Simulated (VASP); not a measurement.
# GaSb (I-4m2) in VASP: a series of runs

Runs on GaSb. Level: PBEsol. Tasks: single point, relaxation of cell and atoms.

Program: VASP 6.6.1. These are calculated values, not measurements. Logs are shortened: lines on timing, memory, paths and dates and some standing lists are left out, and cuts for length are marked.

### 1 The cell of the first run

The structure is tetragonal, space group I-4m2 (No. 119). Conventional cell: a = 5.321 Å, b = 5.321 Å, c = 3.015 Å, α = 90.00°, β = 90.00°, γ = 90.00°. Within 3.6 Å of Sb (site symmetry -4m2) lie 8 Ga at 2.77 to 3.49 Å and 2 Sb at 3.02 Å. Within 3.6 Å of Ga (site symmetry -4m2) lie 8 Sb at 2.77 to 3.49 Å and 2 Ga at 3.02 Å.

### 2 Single point, PBEsol

Input file INCAR:

```
PREC = Accurate
ENCUT = 520
EDIFF = 1E-7
ISMEAR = -1
SIGMA = 0.05
LREAL = False
LASPH = True
NELM = 100
ALGO = Normal
ISIF = 2
LWAVE = False
LCHARG = True
GGA = PS
LELF = True
LVHAR = True
NBANDS = 16
```

Input file KPOINTS:

```
Automatic mesh
0
Gamma
  10 10 10
```

Input file POSCAR:

```
GaSb
1.0
   -2.6604978360      2.6604978360      1.5075877629
    2.6604978360     -2.6604978360      1.5075877629
    2.6604978360      2.6604978360     -1.5075877629
Sb Ga
1 1
Direct
    0.0000000000      0.0000000000      0.0000000000
    0.7500000000      0.2500000000      0.5000000000
```

Potentials or basis: VASP PAW PBE potentials, release 64 (Sb, Ga_d).

The run is started by

```sh
$ cat potpaw_PBE.64/Sb/POTCAR potpaw_PBE.64/Ga_d/POTCAR > POTCAR
$ mpirun -np 1 vasp_std > vasp.out
```

OUTCAR:

```text
PREC = Accurate
   ENCUT = 520
   EDIFF = 1E-7
   ISMEAR = -1
   LREAL = False
   LASPH = True
   NELM = 100
   ISIF = 2
   GGA = PS

 ion  position               nearest neighbor table
   1  0.000  0.000  0.000-   2 2.77   2 2.77   2 2.77   2 2.77
   2  0.750  0.250  0.500-   1 2.77   1 2.77   1 2.77   1 2.77

  LATTYP: Found a body centered tetragonal cell.
 ALAT       =     5.3209956720
 C/A-ratio  =     0.5666562635

  Lattice vectors:

 A1 = (  -2.6604978360,   2.6604978360,   1.5075877629)
 A2 = (   2.6604978360,  -2.6604978360,   1.5075877629)
 A3 = (   2.6604978360,   2.6604978360,  -1.5075877629)

Analysis of symmetry for initial positions (statically):
=====================================================================
 Subroutine PRICEL returns:
 Original cell was already a primitive cell.

 Routine SETGRP: Setting up the symmetry group for a
 body centered tetragonal supercell.

 Subroutine GETGRP returns: Found  8 space group operations
 (whereof  8 operations were pure point group operations)
 out of a pool of 16 trial point group operations.

The static configuration has the point symmetry D_2d.

Analysis of symmetry for dynamics (positions and initial velocities):
=====================================================================
 Subroutine PRICEL returns:
 Original cell was already a primitive cell.

 Routine SETGRP: Setting up the symmetry group for a
 body centered tetragonal supercell.

 Subroutine GETGRP returns: Found  8 space group operations
 (whereof  8 operations were pure point group operations)
 out of a pool of 16 trial point group operations.

The dynamic configuration has the point symmetry D_2d.

 Subroutine INISYM returns: Found  8 space group operations
 (whereof  8 operations are pure point group operations),
 and found     1 'primitive' translations

----------------------------------------------------------------------------------------

                                     Primitive cell

  volume of cell :      42.6843

  direct lattice vectors                    reciprocal lattice vectors
    -2.660497836  2.660497836  1.507587763     0.000000000  0.187934752  0.331655650
     2.660497836 -2.660497836  1.507587763     0.187934752  0.000000000  0.331655650
     2.660497836  2.660497836 -1.507587763     0.187934752  0.187934752  0.000000000

  length of vectors
     4.053309553  4.053309553  4.053309553     0.381201969  0.381201969  0.265779875

  position of ions in fractional coordinates (direct lattice)
     0.000000000  0.000000000  0.000000000
     0.750000000  0.250000000  0.500000000

  ion indices of the primitive-cell ions
   primitive index   ion index
                 1           1
                 2           2

----------------------------------------------------------------------------------------

 KPOINTS: Automatic mesh

Automatic generation of k-mesh.
 Grid dimensions read from file:
 generate k-points for:   10   10   10

 Generating k-lattice:

  Cartesian coordinates                     Fractional coordinates (reciprocal lattice)
     0.000000000  0.018793475  0.033165565     0.100000000 -0.000000000  0.000000000
     0.018793475  0.000000000  0.033165565    -0.000000000  0.100000000  0.000000000
     0.018793475  0.018793475  0.000000000     0.000000000  0.000000000  0.100000000

  Length of vectors
     0.038120197  0.038120197  0.026577987

  Shift w.r.t. Gamma in fractional coordinates (k-lattice)
     0.000000000  0.000000000  0.000000000

 Subroutine IBZKPT returns following result:
 ===========================================

 Found    102 irreducible k-points:

 Following reciprocal coordinates:
            Coordinates               Weight
  0.000000  0.000000  0.000000      1.000000
  0.100000  0.000000 -0.000000      8.000000
  0.200000  0.000000 -0.000000      8.000000
  0.300000  0.000000  0.000000      8.000000
  0.400000  0.000000 -0.000000      8.000000
  0.500000  0.000000  0.000000      4.000000
[... 16 lines left out ...]
  0.300000  0.300000  0.000000      8.000000
  0.400000  0.300000 -0.000000     16.000000
 [... further k-points ...]
   k-points           NKPTS =    102   k-points in BZ     NKDIM =    102   number of bands    NBANDS=     16
   number of dos      NEDOS =    301   number of ions     NIONS =      2
   total plane-waves  NPLWV =  27000
   dimension x,y,z NGX =    30 NGY =   30 NGZ =   30
   dimension x,y,z NGXF=    60 NGYF=   60 NGZF=   60
   ions per type =               1   1
   NGX,Y,Z   is equivalent  to a cutoff of  12.30, 12.30, 12.30 a.u.
   NGXF,Y,Z  is equivalent  to a cutoff of  24.61, 24.61, 24.61 a.u.
 SYSTEM =  unknown system
   PREC   = accura    normal or accurate (medium, high low for compatibility)
   ISTART =      0    job   : 0-new  1-cont  2-samecut
   ICHARG =      2    charge: 1-file 2-atom 10-const
   ISPIN  =      1    spin polarized calculation?
   LNONCOLLINEAR =      F non collinear calculations
   LSORBIT =      F    spin-orbit coupling
   LASPH  =      T    aspherical Exc in radial PAW
   ENCUT  =  520.0 eV  38.22 Ry    6.18 a.u.   7.54  7.54  7.54*2*pi/ulx,y,z
   NELM   =    100;   NELMIN=  2; NELMDL= -5     # of ELM steps
   EDIFF  = 0.1E-06   stopping-criterion for ELM
   LREAL  =      F    real-space projection
   EDIFFG = 0.1E-05   stopping-criterion for IOM
   NSW    =      0    number of steps for IOM
   IBRION =     -1    ionic relax: 0-MD 1-quasi-New 2-CG
   NFREE  =      0    steps in history (QN), initial steepest desc. (CG)
   ISIF   =      2    stress and relaxation
   ISYM   =      2    0-nonsym 1-usesym 2-fastsym
   POTIM  = 0.5000    time-step for ionic-motion
   TEBEG  =    0.0;   TEEND  =   0.0 temperature during run
   PSTRESS=    0.0 pullay stress
   NELECT =      18.0000    total number of electrons
   NUPDOWN=      -1.0000    fix difference up-down
   EMIN   =  10.00;   EMAX   =-10.00  energy-range for DOS
   EFERMI =   0.00;   METHOD = LEGACY
   ISMEAR =    -1;   SIGMA  =   0.05  broadening in eV -4-tet -1-fermi 0-gaus
   EFERMI_NEDOS =   21; number of points for ismear=-14 and -15
   IALGO  =     38    algorithm
   IMIX   =      4    mixing-type and parameters
     AMIX     =   0.40;   BMIX     =  1.00
     AMIX_MAG =   1.60;   BMIX_MAG =  1.00
  volume/ion in A,a.u.               =      21.34       144.02
  Fermi-wavevector in a.u.,A,eV,Ry     =   1.227655  2.319931 20.505828  1.507136
  Thomas-Fermi vector in A             =   2.362610
   LORBIT       =      0    0 simple, 1 ext, 2 COOP (PROOUT), +10 PAW based schemes
   GGA     = PS    functional components
   LHFCALC =     F    Hartree Fock is set to
   AEXX    =    0.0000 exact exchange contribution
   IVDW    =     0    specifies the selected vdW correction
   LEPSILON=     F    determine dielectric tensor
   LRPA    =     F    only Hartree local field effects (RPA)
 non-spin polarized calculation
  energy-cutoff  :      520.00
  volume of cell :       42.68
 maximum number of plane-waves:      1173
   NGX = 15   NGY = 15   NGZ = 15

 number of electron      18.0000005 magnetization

 Free energy of the ion-electron system (eV)
  ---------------------------------------------------
  ext. energy  EPLUGINS =         0.00000000
  ---------------------------------------------------
  free energy    TOTEN  =        -7.84938785 eV

  energy without entropy =       -7.84577898  energy(sigma->0) =       -7.84758341

 E-fermi :   7.8858     XC(G=0): -10.9292

 val. band max:        7.8232323013   @ k =   0.4000   0.4000   0.0000
 cond. band min:       7.8904032141   @ k =   0.5000   0.5000   0.1000
 fundamental gap:      0.0671709128
 Fermi energy:         7.8858356567

 k-point     1 :       0.0000    0.0000    0.0000
  band No.  band energies     occupation
      1      -7.1726      2.00000
      2      -7.0688      2.00000
      3      -7.0640      2.00000
      4      -7.0033      2.00000
      5      -7.0033      2.00000
      6      -5.0661      2.00000
[... 8 lines left out ...]
     15      18.4891      0.00000
     16      18.9150      0.00000

 k-point     2 :       0.1000    0.0000   -0.0000
  band No.  band energies     occupation
      1      -7.1537      2.00000
      2      -7.0707      2.00000
      3      -7.0609      2.00000
      4      -7.0119      2.00000
      5      -7.0118      2.00000
      6      -4.8470      2.00000
[... 8 lines left out ...]
     15      17.6069      0.00000
     16      17.9381      0.00000

 k-point     3 :       0.2000    0.0000   -0.0000
  band No.  band energies     occupation
      1      -7.1056      2.00000
      2      -7.0754      2.00000
      3      -7.0547      2.00000
      4      -7.0338      2.00000
      5      -7.0320      2.00000
      6      -4.1912      2.00000
[... 8 lines left out ...]
     15      16.2100      0.00000
     16      17.7749      0.00000

 k-point     4 :       0.3000    0.0000    0.0000
  band No.  band energies     occupation
      1      -7.0913      2.00000
      2      -7.0686      2.00000
      3      -7.0652      2.00000
      4      -7.0353      2.00000
      5      -7.0315      2.00000
      6      -3.1131      2.00000
[... 8 lines left out ...]
     15      15.3459      0.00000
     16      18.7022      0.00000
[... 324 lines left out ...]
 k-point    22 :      -0.2000    0.2000    0.0000
  band No.  band energies     occupation
      1      -7.1655      2.00000
      2      -7.0800      2.00000
      3      -7.0580      2.00000
      4      -7.0044      2.00000
      5      -6.9988      2.00000
      6      -4.6819      2.00000
[... 8 lines left out ...]
     15      17.7571      0.00000
     16      18.7970      0.00000

 k-point    23 :       0.3000    0.3000    0.0000
  band No.  band energies     occupation
      1      -7.1077      2.00000
      2      -7.0906      2.00000
      3      -7.0782      2.00000
      4      -7.0258      2.00000
      5      -6.9816      2.00000
      6      -0.6319      2.00000
[... 8 lines left out ...]
     15      17.3168      0.00000
     16      18.9678      0.00000

 k-point    24 :       0.4000    0.3000   -0.0000
  band No.  band energies     occupation
      1      -7.1048      2.00000
      2      -7.0712      2.00000
      3      -7.0599      2.00000
      4      -7.0311      2.00000
      5      -7.0249      2.00000
      6      -1.7677      2.00000
[... 8 lines left out ...]
     15      18.1179      0.00000
     16      19.0539      0.00000

 [... further k-points ...]
[... 5 lines left out ...]
  --------------------------------------------------------------------------------------
  -------------------------------------------------------------------------------------
  Total        1.3606137      1.3606137      1.3790120      0.0000000      0.0000000      0.0000000
  in kB       51.0713117     51.0713117     51.7618996      0.0000000      0.0000000      0.0000000
  external PRESSURE =      51.3015076 kB  Pullay stress =       0.0000000 kB

 VOLUME and BASIS-vectors are now :
 -----------------------------------------------------------------------------
  energy-cutoff  :      520.00
  volume of cell :       42.68
      direct lattice vectors                 reciprocal lattice vectors
    -2.660497836  2.660497836  1.507587763     0.000000000  0.187934752  0.331655650
     2.660497836 -2.660497836  1.507587763     0.187934752  0.000000000  0.331655650
     2.660497836  2.660497836 -1.507587763     0.187934752  0.187934752  0.000000000

 POSITION                                       TOTAL-FORCE (eV/Angst)
 -----------------------------------------------------------------------------------
      0.00000      0.00000      0.00000         0.000000     -0.000000      0.000000
     -0.00000      2.66050      0.75379        -0.000000      0.000000     -0.000000
 -----------------------------------------------------------------------------------
    total drift:                               -0.000000      0.000000      0.000000

  FREE ENERGIE OF THE ION-ELECTRON SYSTEM (eV)
  ---------------------------------------------------
  free  energy   TOTEN  =        -7.8493878521 eV

  energy  without entropy=       -7.8457789776  energy(sigma->0) =       -7.84758341
```

It took 91 s on 1 thread of AMD EPYC 9R14 (Zen 4), shared host; peak memory 0.19 GiB.

What came out:

```
Free energy            : -7.8494 eV
Pressure               : 5.1 GPa
Band gap on the k mesh : zero (bands 9 and 10 overlap by 4.87 eV)
```

Caveat: the cell stands under pressure; the PAW data sets were made with another functional, which shifts forces and pressure a little; spin-orbit coupling is left out, which moves the levels of the heavy elements.

### 3 Single point, PBEsol

This run uses another cell than the first one, of 22.18 Å³/atom.

Input file INCAR:

```
SYSTEM = GaSb
ALGO = Normal ; EDIFF = 1E-6
ENCUT = 520 ; GGA = PS
ISIF = 2 ; ISMEAR = -1
LASPH = .TRUE. ; LCHARG = .FALSE.
LREAL = .FALSE. ; LWAVE = .FALSE.
NBANDS = 16 ; NELM = 80
PREC = Accurate ; SIGMA = 0.05
```

Input file KPOINTS:

```
k-points
0
G
  10 10 10
  0 0 0
```

Input file POSCAR:

```
GaSb
1.0
   -2.6923627426      2.6923627426      1.5298616521
    2.6923627426     -2.6923627426      1.5298616521
    2.6923627426      2.6923627426     -1.5298616521
Sb Ga
1 1
Direct
    0.0000000000      0.0000000000      0.0000000000
    0.7500000000      0.2500000000      0.5000000000
```

Potentials or basis: VASP PAW PBE potentials, release 64 (Sb, Ga_d).

The run is started by

```sh
$ cat potpaw_PBE.64/Sb/POTCAR potpaw_PBE.64/Ga_d/POTCAR > POTCAR
$ mpirun -np 1 vasp_std > vasp.out
```

OUTCAR:

```text
SYSTEM = GaSb
   EDIFF = 1E-6
   ENCUT = 520
   GGA = PS
   ISIF = 2
   ISMEAR = -1
   LASPH = .TRUE.
   LREAL = .FALSE.
   NELM = 80
   PREC = Accurate

 ion  position               nearest neighbor table
   1  0.000  0.000  0.000-   2 2.80   2 2.80   2 2.80   2 2.80
   2  0.750  0.250  0.500-   1 2.80   1 2.80   1 2.80   1 2.80

  LATTYP: Found a body centered tetragonal cell.
 ALAT       =     5.3847254852
 C/A-ratio  =     0.5682227093

  Lattice vectors:

 A1 = (  -2.6923627426,   2.6923627426,   1.5298616521)
 A2 = (   2.6923627426,  -2.6923627426,   1.5298616521)
 A3 = (   2.6923627426,   2.6923627426,  -1.5298616521)
[... 625 lines left out ...]
      6      -2.0857      2.00000
[... 8 lines left out ...]
     15      17.4413      0.00000
     16      18.3953      0.00000

 [... further k-points ...]
[... 5 lines left out ...]
  --------------------------------------------------------------------------------------
  -------------------------------------------------------------------------------------
  Total        0.5529716      0.5529716      0.5431118      0.0000000      0.0000000      0.0000000
  in kB       19.9725788     19.9725788     19.6164559      0.0000000      0.0000000      0.0000000
  external PRESSURE =      19.8538711 kB  Pullay stress =       0.0000000 kB

 VOLUME and BASIS-vectors are now :
 -----------------------------------------------------------------------------
  energy-cutoff  :      520.00
  volume of cell :       44.36
      direct lattice vectors                 reciprocal lattice vectors
    -2.692362743  2.692362743  1.529861652     0.000000000  0.185710488  0.326826938
     2.692362743 -2.692362743  1.529861652     0.185710488  0.000000000  0.326826938
     2.692362743  2.692362743 -1.529861652     0.185710488  0.185710488  0.000000000

 POSITION                                       TOTAL-FORCE (eV/Angst)
 -----------------------------------------------------------------------------------
      0.00000      0.00000      0.00000        -0.000000      0.000000      0.000000
      0.00000      2.69236      0.76493         0.000000     -0.000000     -0.000000
 -----------------------------------------------------------------------------------
    total drift:                               -0.000000      0.000000      0.000000

  FREE ENERGIE OF THE ION-ELECTRON SYSTEM (eV)
  ---------------------------------------------------
  free  energy   TOTEN  =        -7.8865657460 eV

  energy  without entropy=       -7.8828953533  energy(sigma->0) =       -7.88473055
```

OSZICAR:

```text
N       E                     dE             d eps       ncg     rms          rms(c)
DAV:   1     0.852226630942E+02    0.85223E+02   -0.82853E+03  3272   0.151E+03
DAV:   2    -0.160759987164E+01   -0.86830E+02   -0.83664E+02  3880   0.329E+02
DAV:   3    -0.782268549451E+01   -0.62151E+01   -0.61821E+01  3904   0.645E+01
DAV:   4    -0.792675876292E+01   -0.10407E+00   -0.10406E+00  4080   0.928E+00
DAV:   5    -0.792908636529E+01   -0.23276E-02   -0.23276E-02  3976   0.125E+00    0.271E+00
DAV:   6    -0.789576620421E+01    0.33320E-01   -0.56177E-02  4256   0.437E+00    0.152E+00
DAV:   7    -0.788710416717E+01    0.86620E-02   -0.13380E-02  4776   0.151E+00    0.291E-01
DAV:   8    -0.788657609123E+01    0.52808E-03   -0.18057E-03  4416   0.589E-01    0.345E-02
DAV:   9    -0.788656604252E+01    0.10049E-04   -0.80473E-05  3832   0.747E-02    0.182E-02
DAV:  10    -0.788656574599E+01    0.29653E-06   -0.81281E-06  4224   0.253E-02
   1 F= -.78865657E+01 E0= -.78847305E+01  d E =-.367039E-02
```

stdout:

```text
POSCAR found type information on POSCAR SbGa
 POSCAR found :  2 types and       2 ions
 scaLAPACK will be used
 -----------------------------------------------------------------------------
|                                                                             |
|                                                                             |
|     You enforced a specific xc type in the INCAR file but a different       |
|     I HOPE YOU KNOW WHAT YOU ARE DOING!                                     |
|                                                                             |
 -----------------------------------------------------------------------------

 LDA part: xc-table for (Slater+PW92), standard interpolation
 POSCAR, INCAR and KPOINTS ok, starting setup
 FFT: planning ... GRIDC
 FFT: planning ... GRID_SOFT
 FFT: planning ... GRID
 WAVECAR not read
 entering main loop
```

Run time: 61 s. Hardware: 1 thread of AMD EPYC 9R14 (Zen 4), shared host; peak memory 0.2 GiB.

What came out:

```yaml
Free_energy: -7.8866 eV
Pressure: 2.0 GPa
Band_gap_on_the_k_mesh: zero (bands 9 and 10 overlap by 4.73 eV)
```

Levels at points of the mesh, in eV from the Fermi level:
```tsv
k point	band 7	band 8	band 9	band 10	band 11	band 12
(0.00, 0.00, 0.00)	-2.86	-2.15	-2.15	3.17	5.77	7.47
(0.50, 0.00, 0.00)	-6.01	-2.52	-1.61	-1.31	2.26	3.45
(0.50, 0.50, 0.00)	-8.59	-0.08	1.73	2.23	2.33	5.10
(0.50, 0.50, 0.50)	-6.23	-5.51	-5.51	3.95	5.38	11.10
```

Caveat: the PAW data sets were made with another functional, which shifts forces and pressure a little; spin-orbit coupling is left out, which moves the levels of the heavy elements.

### 4 Single point, PBEsol

This run uses another cell than the first one, of 22.86 Å³/atom.

Input file INCAR:

```
SYSTEM = GaSb
PREC = Accurate ; ENCUT = 520
EDIFF = 1E-7 ; ISMEAR = -1
SIGMA = 0.05 ; LREAL = .False.
LASPH = .True. ; NELM = 60
ALGO = Normal ; ISIF = 2
LWAVE = .False. ; LCHARG = .True.
GGA = PS ; LELF = .True.
LVHAR = .True. ; NBANDS = 16
```

Input file KPOINTS:

```
Automatic mesh
0
Gamma
  10 10 10
  0 0 0
```

Input file POSCAR:

```
GaSb
1.0
   -2.7174716334      2.7174716334      1.5476037690
    2.7174716334     -2.7174716334      1.5476037690
    2.7174716334      2.7174716334     -1.5476037690
Sb Ga
1 1
Direct
    0.0000000000      0.0000000000      0.0000000000
    0.7500000000      0.2500000000      0.5000000000
```

The run is started by

```sh
$ cat potpaw_PBE.64/Sb/POTCAR potpaw_PBE.64/Ga_d/POTCAR > POTCAR
$ mpirun -np 1 vasp_std > vasp.out
```

Wall time 79 s (1 thread of AMD EPYC 9R14 (Zen 4), shared host); peak memory 0.2 GiB.

Results (log left out):

```yaml
Free_energy: -7.8955 eV
Pressure: 0.1 GPa
Band_gap_on_the_k_mesh: zero (bands 9 and 10 overlap by 4.63 eV)
```

Levels at points of the mesh, in eV from the Fermi level:
```
           k point  band 7  band 8  band 9  band 10  band 11  band 12
(0.00, 0.00, 0.00)   -2.92   -2.05   -2.05     3.25     5.53     7.32
(0.50, 0.00, 0.00)   -5.85   -2.50   -1.54    -1.25     2.32     3.38
(0.50, 0.50, 0.00)   -8.38   -0.06    1.75     2.17     2.31     4.94
(0.50, 0.50, 0.50)   -6.12   -5.31   -5.31     3.82     5.28    10.80
```

Caveat: the PAW data sets were made with another functional, which shifts forces and pressure a little; spin-orbit coupling is left out, which moves the levels of the heavy elements.

[end of part 1 of 2]

The gap in the log of VASP goes by the Fermi energy; the results here count the filled bands.